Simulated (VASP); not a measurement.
# InAs (F-43m) in VASP: a series of runs

The runs below take InAs through single point, with PBE.

All numbers are computed with VASP 6.6.1; they aren't measurements. Logs are shortened: lines on timing, memory, paths and dates and some standing lists are left out, and cuts for length are marked.

### Step 1. The cell of the first run

It takes space group F-43m (No. 216, cubic). The conventional cell has a = 6.062 Å, b = 6.062 Å, c = 6.062 Å, α = 90.00°, β = 90.00°, γ = 90.00°. Within 3.5 Å of In (site symmetry -43m) lie 4 As at 2.63 Å. As (site symmetry -43m) has 4 In at 2.63 Å within 3.5 Å.

### Step 2. Single point, PBE (27.85 Å³/atom)

Input file INCAR:

```
PREC = Accurate
ENCUT = 520
EDIFF = 1E-7
ISMEAR = -1
SIGMA = 0.02
LREAL = F
LASPH = T
NELM = 100
ALGO = Normal
ISIF = 2
LWAVE = F
LCHARG = F
GGA = PE
NBANDS = 16
```

Input file KPOINTS:

```
regular mesh
0
Gamma
  6 6 6
```

Input file POSCAR:

```
InAs
1.0
    0.0000000000      3.0311794005      3.0311794005
    3.0311794005      0.0000000000      3.0311794005
    3.0311794005      3.0311794005      0.0000000000
In As
1 1
Direct
    0.0000000000      0.0000000000      0.0000000000
    0.2500000000      0.2500000000      0.2500000000
```

Potentials or basis: VASP PAW PBE potentials, release 64 (In_d, As).

On the command line:

```console
cat potpaw_PBE.64/In_d/POTCAR potpaw_PBE.64/As/POTCAR > POTCAR
mpirun -np 1 vasp_std > vasp.out
```

OUTCAR:

```text
PREC = Accurate
   ENCUT = 520
   EDIFF = 1E-7
   ISMEAR = -1
   LREAL = F
   LASPH = T
   NELM = 100
   ISIF = 2
   GGA = PE

 ion  position               nearest neighbor table
   1  0.000  0.000  0.000-   2 2.63   2 2.63   2 2.63   2 2.63
   2  0.250  0.250  0.250-   1 2.63   1 2.63   1 2.63   1 2.63

  LATTYP: Found a face centered cubic cell.
 ALAT       =     6.0623588010

  Lattice vectors:

 A1 = (   0.0000000000,   3.0311794005,   3.0311794005)
 A2 = (   3.0311794005,   0.0000000000,   3.0311794005)
 A3 = (   3.0311794005,   3.0311794005,   0.0000000000)

Analysis of symmetry for initial positions (statically):
=====================================================================
 Subroutine PRICEL returns:
 Original cell was already a primitive cell.

 Routine SETGRP: Setting up the symmetry group for a
 face centered cubic supercell.

 Subroutine GETGRP returns: Found 24 space group operations
 (whereof 24 operations were pure point group operations)
 out of a pool of 48 trial point group operations.

The static configuration has the point symmetry T_d .

Analysis of symmetry for dynamics (positions and initial velocities):
=====================================================================
 Subroutine PRICEL returns:
 Original cell was already a primitive cell.

 Routine SETGRP: Setting up the symmetry group for a
 face centered cubic supercell.

 Subroutine GETGRP returns: Found 24 space group operations
 (whereof 24 operations were pure point group operations)
 out of a pool of 48 trial point group operations.

The dynamic configuration has the point symmetry T_d .

 Subroutine INISYM returns: Found 24 space group operations
 (whereof 24 operations are pure point group operations),
 and found     1 'primitive' translations

----------------------------------------------------------------------------------------

                                     Primitive cell

  volume of cell :      55.7012

  direct lattice vectors                    reciprocal lattice vectors
     0.000000000  3.031179401  3.031179401    -0.164952295  0.164952295  0.164952295
     3.031179401  0.000000000  3.031179401     0.164952295 -0.164952295  0.164952295
     3.031179401  3.031179401  0.000000000     0.164952295  0.164952295 -0.164952295

  length of vectors
[... 67 lines left out ...]
   ISPIN  =      1    spin polarized calculation?
   LNONCOLLINEAR =      F non collinear calculations
   LSORBIT =      F    spin-orbit coupling
   LASPH  =      T    aspherical Exc in radial PAW
   ENCUT  =  520.0 eV  38.22 Ry    6.18 a.u.   7.97  7.97  7.97*2*pi/ulx,y,z
   NELM   =    100;   NELMIN=  2; NELMDL= -5     # of ELM steps
   EDIFF  = 0.1E-06   stopping-criterion for ELM
   LREAL  =      F    real-space projection
   EDIFFG = 0.1E-05   stopping-criterion for IOM
   NSW    =      0    number of steps for IOM
   IBRION =     -1    ionic relax: 0-MD 1-quasi-New 2-CG
   NFREE  =      0    steps in history (QN), initial steepest desc. (CG)
   ISIF   =      2    stress and relaxation
   ISYM   =      2    0-nonsym 1-usesym 2-fastsym
   POTIM  = 0.5000    time-step for ionic-motion
   TEBEG  =    0.0;   TEEND  =   0.0 temperature during run
   PSTRESS=    0.0 pullay stress
   NELECT =      18.0000    total number of electrons
   NUPDOWN=      -1.0000    fix difference up-down
   EMIN   =  10.00;   EMAX   =-10.00  energy-range for DOS
   EFERMI =   0.00;   METHOD = LEGACY
   ISMEAR =    -1;   SIGMA  =   0.02  broadening in eV -4-tet -1-fermi 0-gaus
   EFERMI_NEDOS =   21; number of points for ismear=-14 and -15
   IALGO  =     38    algorithm
   IMIX   =      4    mixing-type and parameters
     AMIX     =   0.40;   BMIX     =  1.00
     AMIX_MAG =   1.60;   BMIX_MAG =  1.00
  volume/ion in A,a.u.               =      27.85       187.95
  Fermi-wavevector in a.u.,A,eV,Ry     =   1.123425  2.122965 17.171687  1.262083
  Thomas-Fermi vector in A             =   2.260091
   LORBIT       =      0    0 simple, 1 ext, 2 COOP (PROOUT), +10 PAW based schemes
   GGA     = PE    functional components
   LHFCALC =     F    Hartree Fock is set to
   AEXX    =    0.0000 exact exchange contribution
   IVDW    =     0    specifies the selected vdW correction
   LEPSILON=     F    determine dielectric tensor
   LRPA    =     F    only Hartree local field effects (RPA)
 non-spin polarized calculation
  energy-cutoff  :      520.00
  volume of cell :       55.70
 maximum number of plane-waves:      1524
   NGX = 15   NGY = 15   NGZ = 15

 number of electron      17.9999990 magnetization

 Free energy of the ion-electron system (eV)
  ---------------------------------------------------
  ext. energy  EPLUGINS =         0.00000000
  ---------------------------------------------------
  free energy    TOTEN  =        -7.66406306 eV

  energy without entropy =       -7.66370942  energy(sigma->0) =       -7.66388624

 E-fermi :   4.4515     XC(G=0):  -9.0564

 val. band max:        4.4376611081   @ k =   0.0000   0.0000   0.0000
 cond. band min:       5.3750514833   @ k =   0.5000   0.0000   0.0000
 fundamental gap:      0.9373903752
 Fermi energy:         4.4515240691

 k-point     1 :       0.0000    0.0000    0.0000
  band No.  band energies     occupation
      1      -9.9453      2.00000
      2      -9.9453      2.00000
      3      -9.9453      2.00000
      4      -9.8229      2.00000
      5      -9.8229      2.00000
      6      -7.3745      2.00000
[... 281 lines left out ...]
      3      -9.8719      2.00000
      4      -9.8441      2.00000
      5      -9.8098      2.00000
      6      -5.3562      2.00000
[... 8 lines left out ...]
     15      16.0297      0.00000
     16      16.2530      0.00000

------------------------ aborting loop because EDIFF is reached ----------------------------------------

  FORCE on cell =-STRESS in cart. coord.  units (eV):
  Direction    XX          YY          ZZ          XY          YZ          ZX
  --------------------------------------------------------------------------------------
  -------------------------------------------------------------------------------------
  Total        1.2380392      1.2380392      1.2380392      0.0000000     -0.0000000      0.0000000
  in kB       35.6106629     35.6106629     35.6106629      0.0000000     -0.0000000      0.0000000
  external PRESSURE =      35.6106629 kB  Pullay stress =       0.0000000 kB

 VOLUME and BASIS-vectors are now :
 -----------------------------------------------------------------------------
  energy-cutoff  :      520.00
  volume of cell :       55.70
      direct lattice vectors                 reciprocal lattice vectors
     0.000000000  3.031179401  3.031179401    -0.164952295  0.164952295  0.164952295
     3.031179401  0.000000000  3.031179401     0.164952295 -0.164952295  0.164952295
     3.031179401  3.031179401  0.000000000     0.164952295  0.164952295 -0.164952295

 POSITION                                       TOTAL-FORCE (eV/Angst)
 -----------------------------------------------------------------------------------
      0.00000      0.00000      0.00000         0.000000      0.000000      0.000000
      1.51559      1.51559      1.51559        -0.000000     -0.000000     -0.000000
 -----------------------------------------------------------------------------------
    total drift:                               -0.000000     -0.000000     -0.000000

  FREE ENERGIE OF THE ION-ELECTRON SYSTEM (eV)
  ---------------------------------------------------
  free  energy   TOTEN  =        -7.6640630565 eV

  energy  without entropy=       -7.6637094243  energy(sigma->0) =       -7.66388624
```

stdout:

```text
POSCAR found type information on POSCAR InAs
 POSCAR found :  2 types and       2 ions
 scaLAPACK will be used
 LDA part: xc-table for (Slater+PW92), standard interpolation
 POSCAR, INCAR and KPOINTS ok, starting setup
 FFT: planning ... GRIDC
 FFT: planning ... GRID_SOFT
 FFT: planning ... GRID
 WAVECAR not read
 entering main loop
```

It took 24 s on 1 thread of AMD EPYC 7R13, shared host; peak memory 0.15 GiB.

What came out:

| Property | Result |
| --- | --- |
| Free energy | -7.6641 eV |
| Pressure | 3.6 GPa |
| Band gap on the k mesh | zero (filled and empty bands touch) |

Levels at points of the mesh, in eV from the Fermi level:
| k point | band 7 | band 8 | band 9 | band 10 | band 11 | band 12 |
| --- | --- | --- | --- | --- | --- | --- |
| (0.00, 0.00, 0.00) | -0.25 | -0.01 | -0.01 | -0.01 | 3.89 | 3.89 |
| (0.50, 0.00, 0.00) | -5.74 | -0.99 | -0.99 | 0.92 | 4.65 | 4.65 |
| (0.50, 0.50, 0.00) | -5.82 | -2.31 | -2.31 | 1.54 | 2.04 | 9.12 |

Caveat: the cell stands under pressure; semilocal functionals underestimate gaps, so a narrow gap can read as zero; spin-orbit coupling is left out, which moves the levels of the heavy elements.

[end of part 1 of 2]
